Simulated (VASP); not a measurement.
Ag3Cl, 8 atoms in the cell. The typed cell holds 8 atoms: a = 6.270 Å, b = 6.270 Å, c = 4.773 Å, α = 90.00°, β = 90.00°, γ = 120.00°.  This cell differs from its parent crystal: atoms moved at random.

```yaml
Program: VASP 6.6.1
Task: single point
Functional: PBE
Potentials_or_basis: VASP PAW PBE potentials, release 64 (Ag, Cl)
Cutoff: 520 eV
k_mesh: 5 × 5 × 6
Occupations: fermi-dirac, width 0.05 eV
Spin: no spin polarisation
Dipole_correction: no
Further_INCAR_settings: ALGO = Normal; EDIFF = 1e-06; NBANDS = 50
```

Potentials or basis: VASP PAW PBE potentials, release 64 (Ag, Cl).

The run is started by

```bash
$ cat potpaw_PBE.64/Ag/POTCAR potpaw_PBE.64/Cl/POTCAR > POTCAR
$ mpirun -np 1 vasp_std > vasp.out
```

Hardware: 1 thread of AMD EPYC 9R45 96-Core Processor (Zen 5), with other jobs on the host.

Problem. Estimate the wall time of this run.

Solution. Wall time 6.2 min on 1 thread of AMD EPYC 9R45 96-Core Processor (Zen 5), with other jobs on the host, peak memory 0.54 GiB. Counts: scf iterations 13, k points 76.
